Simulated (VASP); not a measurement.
# HfO2: single point with PBE

HfO2:

```
Hf O
1.0
     0.00000    2.50529    2.50529
     2.50529    0.00000    2.50529
     2.50529    2.50529    0.00000
Hf O
1 2
Direct
  0.00000 0.00000 0.00000
  0.75000 0.75000 0.75000
  0.25000 0.25000 0.25000
```

This cell differs from its parent crystal: volume scaled by 0.94.

| Item | Value |
| --- | --- |
| Program | VASP 6.6.1 |
| Task | single point |
| Functional | PBE |
| Potentials or basis | VASP PAW PBE potentials, release 64 (Hf_pv, O) |
| Cutoff | 520 eV |
| k mesh | 9 × 9 × 9 |
| Occupations | fermi-dirac, width 0.05 eV |
| Spin | no spin polarisation |
| Dipole correction | no |
| Further INCAR settings | ALGO = Normal; EDIFF = 1e-07; NBANDS = 18 |

```json
{
 "Pressure": "10.0 GPa",
 "Band gap on the k mesh": "4.01 eV, indirect (least direct gap 4.13 eV)"
}
```

Levels at points of the mesh, in eV from the valence-band top:
```csv
k point,band 7,band 8,band 9,band 10,band 11,band 12,band 13,band 14,band 15,band 16
"(0.00, 0.00, 0.00)",-5.51,-5.51,-0.57,-0.57,-0.57,4.02,4.02,6.18,10.93,10.93
```

It took 11 s on 1 thread of Intel(R) Xeon(R) 6975P-C (Granite Rapids), on a shared host, peak memory 0.16 GiB.

Caveat: spin-orbit coupling is left out, which moves the levels of the heavy elements. A k mesh can miss the band edges.
